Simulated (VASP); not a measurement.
The system is Al2O3.

```
Al O
1.0
     2.42693    1.40119    4.41683
    -2.42693    1.40119    4.41683
     0.00000   -2.80238    4.41683
Al O
4 6
Direct
  0.85216 0.85216 0.85216
  0.64784 0.64784 0.64784
  0.14784 0.14784 0.14784
  0.35216 0.35216 0.35216
  0.05668 0.75000 0.44332
  0.75000 0.44332 0.05668
  0.44332 0.05668 0.75000
  0.94332 0.25000 0.55668
  0.25000 0.55668 0.94332
  0.55668 0.94332 0.25000
```

Base run:

- Program: VASP 6.6.1
- Functional: b88 exchange, pbe correlation
- Potentials or basis: VASP PAW PBE potentials, release 64 (Al, O)
- Cutoff: 600 eV
- k mesh: 7 × 7 × 7
- Occupations: fermi-dirac, width 0.05 eV
- Spin: no spin polarisation

Its results: band gap on the k mesh 5.54 eV; pressure -6.8 GPa; largest force 0.085 eV/Å.

The run is repeated on the same cell with these changes: functional from b88 exchange, pbe correlation to revPBE; cutoff from 600 eV to 520 eV; dispersion from none to D4. What comes out?

Band gap on the k mesh 5.57 eV; pressure -12.4 GPa; largest force 0.038 eV/Å.

Several settings changed at once.

Caveats: the cell stands under tension; the PAW data sets were made with another functional, which shifts forces and pressure a little; an odd mesh through Γ misses points on the zone boundary, where band edges can lie.
